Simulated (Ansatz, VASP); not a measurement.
Two plane-wave programs on ZrGe4Mo

The input INCAR:

```
PREC = Accurate
ENCUT = 600
EDIFF = 1E-7
ISMEAR = 0
SIGMA = 0.1
LREAL = F
LASPH = T
NELM = 60
ALGO = Normal
ISIF = 3
LWAVE = F
LCHARG = F
GGA = PE
IBRION = 2
NSW = 90
EDIFFG = -0.04
```

File KPOINTS:

```
regular mesh
0
Gamma
  6 6 2
```

The input POSCAR:

```
ZrGe4Mo
1.0
    3.1072585100      0.0000000000      0.0000000000
   -1.5536292500      2.6909648000      0.0000000000
    0.0000000000      0.0000000000     12.3974460400
Zr Ge Mo
1 4 1
Direct
    0.6666666700      0.3333333300      0.5000000000
    0.3333333300      0.6666666700      0.6259580300
    0.0000000000      0.0000000000      0.8781179800
    0.0000000000      0.0000000000      0.1218820200
    0.3333333300      0.6666666700      0.3740419700
    0.6666666700      0.3333333300      0.0000000000
```

Input for Ansatz:

```yaml
crystal:
  lattice:
    - [3.10725851, 0.0, 0.0]
    - [-1.55362925, 2.6909648, 0.0]
    - [0.0, 0.0, 12.39744604]
  atoms:
    - { symbol: Zr, position: [0.66666667, 0.33333333, 0.5] }
    - { symbol: Ge, position: [0.33333333, 0.66666667, 0.62595803] }
    - { symbol: Ge, position: [0.0, 0.0, 0.87811798] }
    - { symbol: Ge, position: [0.0, 0.0, 0.12188202] }
    - { symbol: Ge, position: [0.33333333, 0.66666667, 0.37404197] }
    - { symbol: Mo, position: [0.66666667, 0.33333333, 0.0] }
basis:
  ecutwfc: 420
kpoints:
  mp_grid: { grid: [6, 6, 2] }
hamiltonian:
  xc: pbe
scf:
  occupations: { method: gaussian, width: 0.1 }
  lower_state_search: "off"
output:
  forces: true
  stress: true
  eigenvalues: true
relax:
  adjacent_minimum: "off"
  f_tol: 0.04
  max_steps: 70
  cell: { stress_tol: 0.4 }
```

Change from the starting cell: species swapped into the TaWSe4 type (P-6m2, No. 187).

Alike in both runs: task relaxation of cell and atoms; functional PBE; k mesh 6 × 6 × 2; occupations gaussian, width 0.1 eV; no spin polarisation.

```csv
,VASP,Ansatz
version,VASP 6.6.1,Ansatz 0.2.0
potentials or method,"VASP PAW PBE potentials, release 64 (Zr_sv, Ge_d, Mo_sv), cutoff 600 eV","scalar-relativistic, plane waves, PAW"
valence electrons in the cell,82,82
```

```tsv
	VASP	Ansatz	Ansatz less VASP
gap on the k mesh at the Fermi level, each at its own relaxed structure (eV)	none	none	-
relaxed volume (Å³/atom)	18.10	18.02	-0.083
relaxed length of the cell vector where the two differ most in proportion (Å)	12.960	12.920	-0.0397
```

A gap of «none» marks a metal or a gap that the smearing closes.

The k mesh is coarse, so the values compare programs but aren't converged.
